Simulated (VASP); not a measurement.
# CuB2 (P4/mmm) in VASP: single point with PBE

Aim: the single point of CuB2 with PBE.

Program: VASP 6.6.1. These are calculated values, not measurements. Logs are shortened: lines on timing, memory, paths and dates and some standing lists are left out, and cuts for length are marked.

### 1 The cell of the first run

It takes space group P4/mmm (No. 123, tetragonal). Conventional cell: a = 2.386 Å, b = 2.386 Å, c = 4.556 Å, α = 90.00°, β = 90.00°, γ = 90.00°. Within 2.9 Å of Cu (site symmetry 4/mmm) lie 8 B at 2.22 Å and 4 Cu at 2.39 Å. B (site symmetry 4mm) has 5 B at 1.66 to 2.39 Å and 4 Cu at 2.22 Å within 2.4 Å.

The cell was generated, and may not be a known phase.

### 2 Single point, PBE

INCAR reads:

```
PREC     = Accurate       # precision mode
ENCUT    = 820            # plane-wave cutoff, eV
EDIFF    = 1E-6           # SCF threshold, eV
ISMEAR   = 0              # smearing method
SIGMA    = 0.1            # smearing width, eV
LREAL    = False          # projectors in reciprocal space
LASPH    = True           # aspherical terms in the spheres
NELM     = 120            # most SCF steps
ALGO     = Normal         # electronic algorithm
ISIF     = 2              # what is computed and relaxed
LWAVE    = False          # write WAVECAR
LCHARG   = True           # write CHGCAR
GGA      = PE             # functional
LELF     = True           # ELF
LVHAR    = True         
NBANDS   = 20             # bands
GGA_COMPAT= False
```

KPOINTS reads:

```
regular mesh
0
Gamma
  8 8 4
```

POSCAR reads:

```
CuB2
1.0
    2.3863645961      0.0000000000      0.0000000000
    0.0000000000      2.3863645961      0.0000000000
    0.0000000000      0.0000000000      4.5561078678
Cu B
1 2
Direct
    0.0000000000      0.0000000000      0.0000000000
    0.5000000000      0.5000000000      0.3178504761
    0.5000000000      0.5000000000      0.6821495239
```

Potentials or basis: VASP PAW PBE potentials, release 64 (Cu_sv_GW, B).

The run is started by

```sh
> cat potpaw_PBE.64/Cu_sv_GW/POTCAR potpaw_PBE.64/B/POTCAR > POTCAR
> mpirun -np 1 vasp_std > vasp.out
```

OUTCAR:

```text
PREC = Accurate
   ENCUT = 820
   EDIFF = 1E-6
   ISMEAR = 0
   LREAL = False
   LASPH = True
   NELM = 120
   ISIF = 2
   GGA = PE

 ion  position               nearest neighbor table
   1  0.000  0.000  0.000-   2 2.22   3 2.22   2 2.22   3 2.22   2 2.22   3 2.22   2 2.22   3 2.22

   2  0.500  0.500  0.318-   3 1.66   1 2.22   1 2.22   1 2.22   1 2.22
   3  0.500  0.500  0.682-   2 1.66   1 2.22   1 2.22   1 2.22   1 2.22

  LATTYP: Found a simple tetragonal cell.
 ALAT       =     2.3863645961
 C/A-ratio  =     1.9092253863

  Lattice vectors:

 A1 = (   2.3863645961,   0.0000000000,   0.0000000000)
 A2 = (   0.0000000000,   2.3863645961,   0.0000000000)
 A3 = (   0.0000000000,   0.0000000000,   4.5561078678)

Analysis of symmetry for initial positions (statically):
=====================================================================
 Subroutine PRICEL returns:
 Original cell was already a primitive cell.

 Routine SETGRP: Setting up the symmetry group for a
 simple tetragonal supercell.

 Subroutine GETGRP returns: Found 16 space group operations
 (whereof 16 operations were pure point group operations)
 out of a pool of 16 trial point group operations.

The static configuration has the point symmetry D_4h.

Analysis of symmetry for dynamics (positions and initial velocities):
=====================================================================
 Subroutine PRICEL returns:
 Original cell was already a primitive cell.

 Routine SETGRP: Setting up the symmetry group for a
 simple tetragonal supercell.

 Subroutine GETGRP returns: Found 16 space group operations
 (whereof 16 operations were pure point group operations)
 out of a pool of 16 trial point group operations.

The dynamic configuration has the point symmetry D_4h.

 Subroutine INISYM returns: Found 16 space group operations
 (whereof 16 operations are pure point group operations),
 and found     1 'primitive' translations

----------------------------------------------------------------------------------------

                                     Primitive cell

  volume of cell :      25.9458

  direct lattice vectors                    reciprocal lattice vectors
     2.386364596  0.000000000  0.000000000     0.419047451  0.000000000  0.000000000
     0.000000000  2.386364596  0.000000000     0.000000000  0.419047451  0.000000000
     0.000000000  0.000000000  4.556107868     0.000000000  0.000000000  0.219485585

  length of vectors
     2.386364596  2.386364596  4.556107868     0.419047451  0.419047451  0.219485585

  position of ions in fractional coordinates (direct lattice)
     0.000000000  0.000000000  0.000000000
     0.500000000  0.500000000  0.317850476
     0.500000000  0.500000000  0.682149524

  ion indices of the primitive-cell ions
   primitive index   ion index
                 1           1
                 2           2
                 3           3

----------------------------------------------------------------------------------------

 KPOINTS: regular mesh

Automatic generation of k-mesh.
 Grid dimensions read from file:
 generate k-points for:    8    8    4

 Generating k-lattice:

  Cartesian coordinates                     Fractional coordinates (reciprocal lattice)
     0.052380931  0.000000000  0.000000000     0.125000000  0.000000000  0.000000000
     0.000000000  0.052380931  0.000000000     0.000000000  0.125000000  0.000000000
     0.000000000  0.000000000  0.054871396     0.000000000  0.000000000  0.250000000

  Length of vectors
     0.052380931  0.052380931  0.054871396

  Shift w.r.t. Gamma in fractional coordinates (k-lattice)
     0.000000000  0.000000000  0.000000000

 Subroutine IBZKPT returns following result:
 ===========================================

 Found     45 irreducible k-points:

 Following reciprocal coordinates:
            Coordinates               Weight
  0.000000  0.000000  0.000000      1.000000
  0.125000  0.000000  0.000000      4.000000
  0.250000  0.000000  0.000000      4.000000
  0.375000  0.000000  0.000000      4.000000
  0.500000  0.000000  0.000000      2.000000
  0.125000  0.125000  0.000000      4.000000
[... 16 lines left out ...]
  0.375000  0.125000  0.250000     16.000000
  0.500000  0.125000  0.250000      8.000000
 [... further k-points ...]
   k-points           NKPTS =     45   k-points in BZ     NKDIM =     45   number of bands    NBANDS=     20
   number of dos      NEDOS =    301   number of ions     NIONS =      3
   total plane-waves  NPLWV =  27648
   dimension x,y,z NGX =    24 NGY =   24 NGZ =   48
   dimension x,y,z NGXF=    48 NGYF=   48 NGZF=   96
   ions per type =               1   2
   NGX,Y,Z   is equivalent  to a cutoff of  16.72, 16.72, 17.51 a.u.
   NGXF,Y,Z  is equivalent  to a cutoff of  33.44, 33.44, 35.03 a.u.
 SYSTEM =  unknown system
   PREC   = accura    normal or accurate (medium, high low for compatibility)
   ISTART =      0    job   : 0-new  1-cont  2-samecut
   ICHARG =      2    charge: 1-file 2-atom 10-const
   ISPIN  =      1    spin polarized calculation?
   LNONCOLLINEAR =      F non collinear calculations
   LSORBIT =      F    spin-orbit coupling
   LASPH  =      T    aspherical Exc in radial PAW
   ENCUT  =  820.0 eV  60.27 Ry    7.76 a.u.   5.57  5.57 10.64*2*pi/ulx,y,z
   NELM   =    120;   NELMIN=  2; NELMDL= -5     # of ELM steps
   EDIFF  = 0.1E-05   stopping-criterion for ELM
   LREAL  =      F    real-space projection
   EDIFFG = 0.1E-04   stopping-criterion for IOM
   NSW    =      0    number of steps for IOM
   IBRION =     -1    ionic relax: 0-MD 1-quasi-New 2-CG
   NFREE  =      0    steps in history (QN), initial steepest desc. (CG)
   ISIF   =      2    stress and relaxation
   ISYM   =      2    0-nonsym 1-usesym 2-fastsym
   POTIM  = 0.5000    time-step for ionic-motion
   TEBEG  =    0.0;   TEEND  =   0.0 temperature during run
   PSTRESS=    0.0 pullay stress
   NELECT =      25.0000    total number of electrons
   NUPDOWN=      -1.0000    fix difference up-down
   EMIN   =  10.00;   EMAX   =-10.00  energy-range for DOS
   EFERMI =   0.00;   METHOD = LEGACY
   ISMEAR =     0;   SIGMA  =   0.10  broadening in eV -4-tet -1-fermi 0-gaus
   EFERMI_NEDOS =   21; number of points for ismear=-14 and -15
   IALGO  =     38    algorithm
   IMIX   =      4    mixing-type and parameters
     AMIX     =   0.40;   BMIX     =  1.00
     AMIX_MAG =   1.60;   BMIX_MAG =  1.00
  volume/ion in A,a.u.               =       8.65        58.36
  Fermi-wavevector in a.u.,A,eV,Ry     =   1.616959  3.055609 35.573193  2.614556
  Thomas-Fermi vector in A             =   2.711461
   LORBIT       =      0    0 simple, 1 ext, 2 COOP (PROOUT), +10 PAW based schemes
   GGA     = PE    functional components
   LHFCALC =     F    Hartree Fock is set to
   AEXX    =    0.0000 exact exchange contribution
   IVDW    =     0    specifies the selected vdW correction
   LEPSILON=     F    determine dielectric tensor
   LRPA    =     F    only Hartree local field effects (RPA)
 non-spin polarized calculation
 Gauss-broadening in eV      SIGMA  =   0.10
  energy-cutoff  :      820.00
  volume of cell :       25.95
 maximum number of plane-waves:      1396
 NGX is ok and might be reduce to    24
   NGX = 11   NGY = 11   NGZ = 21

 number of electron      24.9999990 magnetization

 Free energy of the ion-electron system (eV)
  ---------------------------------------------------
  ext. energy  EPLUGINS =         0.00000000
  ---------------------------------------------------
  free energy    TOTEN  =       -15.00620677 eV

  energy without entropy =      -14.99994213  energy(sigma->0) =      -15.00307445

 E-fermi :   7.7289     XC(G=0): -12.6875

 val. band max:        7.7236328501   @ k =   0.3750   0.2500   0.2500
 cond. band min:       7.7821139921   @ k =   0.2500   0.1250   0.0000
 fundamental gap:      0.0584811420
 Fermi energy:         7.7289345021

 k-point     1 :       0.0000    0.0000    0.0000
  band No.  band energies     occupation
      1    -106.6679      2.00000
      2     -64.0229      2.00000
      3     -63.9586      2.00000
      4     -63.9586      2.00000
      5      -6.0335      2.00000
      6      -0.5782      2.00000
[... 12 lines left out ...]
     19      22.5284      0.00000
     20      24.1957      0.00000

 k-point     2 :       0.1250    0.0000    0.0000
  band No.  band energies     occupation
      1    -106.6661      2.00000
      2     -64.0212      2.00000
      3     -63.9767      2.00000
      4     -63.9572      2.00000
      5      -5.6669      2.00000
      6      -0.2340      2.00000
[... 12 lines left out ...]
     19      23.1347      0.00000
     20      23.7787      0.00000

 k-point     3 :       0.2500    0.0000    0.0000
  band No.  band energies     occupation
      1    -106.6617      2.00000
      2     -64.0203      2.00000
      3     -64.0169      2.00000
      4     -63.9536      2.00000
      5      -4.5884      2.00000
      6       0.2448      2.00000
[... 12 lines left out ...]
     19      21.5106      0.00000
     20      24.4732      0.00000

 k-point     4 :       0.3750    0.0000    0.0000
  band No.  band energies     occupation
      1    -106.6574      2.00000
      2     -64.0639      2.00000
      3     -64.0127      2.00000
      4     -63.9498      2.00000
      5      -2.8643      2.00000
      6       0.4621      2.00000
[... 429 lines left out ...]
 k-point    23 :       0.3750    0.1250    0.2500
  band No.  band energies     occupation
      1    -106.6556      2.00000
      2     -64.0619      2.00000
      3     -64.0110      2.00000
      4     -63.9676      2.00000
      5      -2.2402      2.00000
      6      -0.0677      2.00000
[... 12 lines left out ...]
     19      23.6262      0.00000
     20      24.1136      0.00000

 k-point    24 :       0.5000    0.1250    0.2500
  band No.  band energies     occupation
      1    -106.6538      2.00000
      2     -64.0798      2.00000
      3     -64.0093      2.00000
      4     -63.9662      2.00000
      5      -0.6572      2.00000
      6       0.4422      2.00000
[... 12 lines left out ...]
     19      22.7917      0.00000
     20      23.5061      0.00000

 [... further k-points ...]

------------------------ aborting loop because EDIFF is reached ----------------------------------------

  FORCE on cell =-STRESS in cart. coord.  units (eV):
  Direction    XX          YY          ZZ          XY          YZ          ZX
  --------------------------------------------------------------------------------------
  -------------------------------------------------------------------------------------
  Total       -0.1453992     -0.1453992     -0.1919817      0.0000000      0.0000000      0.0000000
  in kB       -8.9785267     -8.9785267    -11.8550336      0.0000000      0.0000000      0.0000000
  external PRESSURE =      -9.9373623 kB  Pullay stress =       0.0000000 kB

 VOLUME and BASIS-vectors are now :
 -----------------------------------------------------------------------------
  energy-cutoff  :      820.00
  volume of cell :       25.95
      direct lattice vectors                 reciprocal lattice vectors
     2.386364596  0.000000000  0.000000000     0.419047451  0.000000000  0.000000000
     0.000000000  2.386364596  0.000000000     0.000000000  0.419047451  0.000000000
     0.000000000  0.000000000  4.556107868     0.000000000  0.000000000  0.219485585

 POSITION                                       TOTAL-FORCE (eV/Angst)
 -----------------------------------------------------------------------------------
      0.00000      0.00000      0.00000         0.000000      0.000000      0.000000
      1.19318      1.19318      1.44816        -0.000000      0.000000      0.010637
      1.19318      1.19318      3.10795        -0.000000     -0.000000     -0.010637
 -----------------------------------------------------------------------------------
    total drift:                                0.000000      0.000000      0.000000

  FREE ENERGIE OF THE ION-ELECTRON SYSTEM (eV)
  ---------------------------------------------------
  free  energy   TOTEN  =       -15.0062067710 eV

  energy  without entropy=      -14.9999421303  energy(sigma->0) =      -15.00307445
```

It took 30 s on 1 thread of AMD EPYC 9R45 (Zen 5), shared host; peak memory 0.18 GiB.

What came out:

| Item | Value |
| --- | --- |
| Free energy | -15.0062 eV |
| Pressure | -1.0 GPa |
| Largest force | 0.011 eV/Å |
| Band gap on the k mesh | zero (an odd number of electrons rules out a gap without spin polarisation) |

Forces in eV/Å, atoms in the order of the input:
```
Cu   0.000  0.000  0.000
B    0.000  0.000  0.011
B    0.000  0.000 -0.011
```

The gap in the log of VASP goes by the Fermi energy; the results here count the filled bands.